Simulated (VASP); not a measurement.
Crystal: Zr7B.

```
CELL_PARAMETERS angstrom
4.24330 2.44987 2.59727
-4.24330 2.44987 2.59727
0.00000 -4.89974 2.59727
ATOMIC_POSITIONS crystal
Zr 0.78571 0.64286 0.07143
Zr 0.07143 0.78571 0.64286
Zr 0.35714 0.92857 0.21429
Zr 0.92857 0.21429 0.35714
Zr 0.21429 0.35714 0.92857
Zr 0.64286 0.07143 0.78571
Zr 0.50000 0.50000 0.50000
B 0.00000 0.00000 0.00000
```

* Program: VASP 6.6.1
* Task: relaxation of cell and atoms
* Functional: PBE
* Potentials or basis: VASP PAW PBE potentials, release 64 (Zr_sv, B)
* Cutoff: 600 eV
* k mesh: 3 × 3 × 3
* Occupations: gaussian, width 0.2 eV
* Spin: no spin polarisation

At the start: pressure 9.2 GPa; volume 20.25 Å³/atom.

Task: Where does the relaxation end?

Result: Over 6 steps the energy falls by 53.4 meV/atom and the volume is 21.71 Å³/atom (+7.2 %); space group R-3 (No. 148, to 0.05 Å).

The path:
| step | energy change (eV) | largest force (eV/Å) | pressure (GPa) | volume (Å³) |
| --- | --- | --- | --- | --- |
| 1 | 0.0000 | 0.8285 | 9.17 | 162.00 |
| 2 | 0.0183 | 0.3232 | -7.85 | 190.72 |
| 3 | -0.4054 | 0.2160 | -0.45 | 175.46 |
| 4 | -0.4056 | 0.2239 | -0.27 | 175.18 |
| 5 | -0.4193 | 0.1502 | -0.10 | 174.62 |
| 6 | -0.4271 | 0.0530 | 0.20 | 173.71 |

Final structure:
```yaml
crystal:
  lattice:
    - [4.32068, 2.49454, 2.68623]
    - [-4.32068, 2.49454, 2.68623]
    - [0.00000, -4.98909, 2.68623]
  atoms:
    - { symbol: Zr, position: [0.77996, 0.63934, 0.07494] }
    - { symbol: Zr, position: [0.07494, 0.77996, 0.63934] }
    - { symbol: Zr, position: [0.36066, 0.92506, 0.22004] }
    - { symbol: Zr, position: [0.92506, 0.22004, 0.36066] }
    - { symbol: Zr, position: [0.22004, 0.36066, 0.92506] }
    - { symbol: Zr, position: [0.63934, 0.07494, 0.77996] }
    - { symbol: Zr, position: [0.50000, 0.50000, 0.50000] }
    - { symbol: B, position: [0.00000, 0.00000, 0.00000] }
```

Caveat: the k points lie up to 0.38 Å⁻¹ apart in the final cell; the relaxation stopped at a loose force limit of 0.08 eV/Å, so its end isn't a converged minimum.
